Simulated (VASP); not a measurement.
KCl: relaxation of cell and atoms with PBEsol

The system is KCl.

```
CELL_PARAMETERS angstrom
3.12128 3.12128 0.00000
-3.12128 3.12128 0.00000
0.00000 3.12128 3.12128
ATOMIC_POSITIONS crystal
K 0.00000 0.00000 0.00000
Cl 0.50000 0.50000 0.00000
```

- Program: VASP 6.6.1
- Task: relaxation of cell and atoms
- Functional: PBEsol
- Potentials or basis: VASP PAW PBE potentials, release 64 (K_sv, Cl)
- Cutoff: 600 eV
- k mesh: 6 × 6 × 6
- Occupations: gaussian, width 0.01 eV
- Spin: no spin polarisation
- Target pressure: 10 GPa
- Dipole correction: no
- Further INCAR settings: ALGO = Normal; EDIFF = 1e-06; IBRION = 2; EDIFFG = -0.002; NSW = 100; ISIF = 3

```json
{
 "Relaxed volume": "23.25 Å³/atom",
 "Relaxed cell": "a = 4.036 Å, b = 4.036 Å, c = 4.036 Å, α = 60.00°, β = 60.00°, γ = 90.00°",
 "Space group after relaxing (to 0.1 Å)": "Fm-3m (No. 225)",
 "Energy change on relaxing (the run minimises the enthalpy)": "+173.7 meV/atom",
 "Ionic steps": "20",
 "Pressure after relaxing": "10.0 GPa",
 "Band gap on the k mesh": "5.87 eV (least direct gap 6.13 eV)"
}
```

The path:
| step | energy change (eV) | largest force (eV/Å) | pressure (GPa) | volume (Å³) |
| --- | --- | --- | --- | --- |
| 1 | 0.0000 | 0.0000 | 0.09 | 60.82 |
| 2 | 0.3978 | 0.0000 | 11.06 | 45.72 |
| 3 | 0.3491 | 0.0000 | 10.03 | 46.46 |
| 4 | 0.3329 | 0.0000 | 9.67 | 46.73 |
| 5 | 0.3334 | 0.0000 | 9.69 | 46.72 |
| 6 | 0.3349 | 0.0000 | 9.71 | 46.69 |
| 7 | 0.3349 | 0.0000 | 9.72 | 46.69 |
| 8 | 0.3350 | 0.0000 | 9.72 | 46.69 |
| 9 | 0.3351 | 0.0000 | 9.71 | 46.69 |
| 10 | 0.3354 | 0.0000 | 9.70 | 46.69 |
| 11 | 0.3359 | 0.0000 | 9.74 | 46.68 |
| 12 | 0.3370 | 0.0000 | 9.76 | 46.66 |
| 13 | 0.3391 | 0.0000 | 9.82 | 46.62 |
| 14 | 0.3435 | 0.0000 | 9.91 | 46.55 |
| 15 | 0.3522 | 0.0000 | 10.10 | 46.41 |
| 16 | 0.3478 | 0.0000 | 10.04 | 46.48 |
| 17 | 0.3466 | 0.0000 | 9.98 | 46.50 |
| 18 | 0.3470 | 0.0000 | 9.98 | 46.50 |
| 19 | 0.3474 | 0.0000 | 9.98 | 46.49 |
| 20 | 0.3474 | 0.0000 | 9.99 | 46.49 |

Final structure:
```
K Cl
1.0
     2.85393    2.85393    0.00000
    -2.85393    2.85393    0.00000
     0.00000    2.85393    2.85393
K Cl
1 1
Direct
  0.00000 0.00000 0.00000
  0.50000 0.50000 0.00000
```

Levels at points of the mesh, in eV from the valence-band top:
```tsv
k point	band 5	band 6	band 7	band 8	band 9	band 10	band 11	band 12
(0.00, 0.00, 0.00)	-10.01	0.00	0.00	0.00	6.15	8.21	8.21	8.21
(0.50, 0.00, 0.00)	-9.48	-1.74	-0.68	-0.68	8.19	9.53	11.33	11.33
(0.50, 0.50, 0.00)	-10.19	-0.81	-0.26	-0.26	5.87	9.62	10.60	11.72
```

Wall time 2.1 min on 1 thread of Intel(R) Xeon(R) Platinum 8488C (Sapphire Rapids), on a shared host, peak memory 0.21 GiB.

Caveat: the cell is relaxed towards a set pressure, so the run minimises the enthalpy, not the energy; the volume moved by over 15 % at a fixed basis, so the end points are rough; the PAW data sets were made with another functional, which shifts forces and pressure a little. A k mesh can miss the band edges.
